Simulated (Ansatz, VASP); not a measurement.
Sn4SeS3: VASP beside Ansatz

```
Sn Se S
1.0
    11.26341    0.01449    0.00000
     0.01031    8.07983    0.00000
     0.00000    0.00000    4.22288
Sn Se S
8 2 6
Direct
  0.12177 0.12479 0.10418
  0.12120 0.62606 0.10549
  0.37823 0.37521 0.60418
  0.37880 0.87394 0.60549
  0.61503 0.11746 0.39923
  0.61816 0.63257 0.40752
  0.88497 0.38254 0.89923
  0.88184 0.86743 0.90752
  0.85889 0.12442 0.46731
  0.64111 0.37558 0.96731
  0.85069 0.62589 0.47807
  0.64931 0.87411 0.97807
  0.35301 0.12379 0.01845
  0.35155 0.62546 0.01975
  0.14699 0.37621 0.51845
  0.14845 0.87454 0.51975
```

Alike in both runs: functional PBEsol; k mesh 2 × 4 × 4; occupations gaussian, width 0.1 eV; no spin polarisation.

Ansatz relaxed the structure, and its values are those at the end. VASP's run is a single point on that final structure, the one shown.

|  | VASP | Ansatz |
| --- | --- | --- |
| version | VASP 6.6.1 | Ansatz 0.2.0 |
| potentials or method | VASP PAW PBE potentials, release 64 (Sn_d, Se, S), cutoff 520 eV | scalar-relativistic, plane waves, PAW |
| valence electrons in the cell | 160 | 180 |

|  | VASP | Ansatz | Ansatz less VASP |
| --- | --- | --- | --- |
| gap on the k mesh at the Fermi level (eV) | 0.64 | 0.64 | +0.007 |
| least direct gap on the mesh (eV) | 1.05 | 1.06 | +0.013 |
| pressure (GPa) | 0.0 | 0.0 | +0.01 |
| rms of the force components (eV/Å) | 0.014 | 0.015 | +0.0008 |

VASP's potentials were made for PBE, not for PBEsol. With one functional, cell and mesh, what is left measures potentials, basis and numerics. VASP's potentials hold 160 valence electrons a cell and Ansatz's 180, so a difference there can come from the potentials and not from the codes.
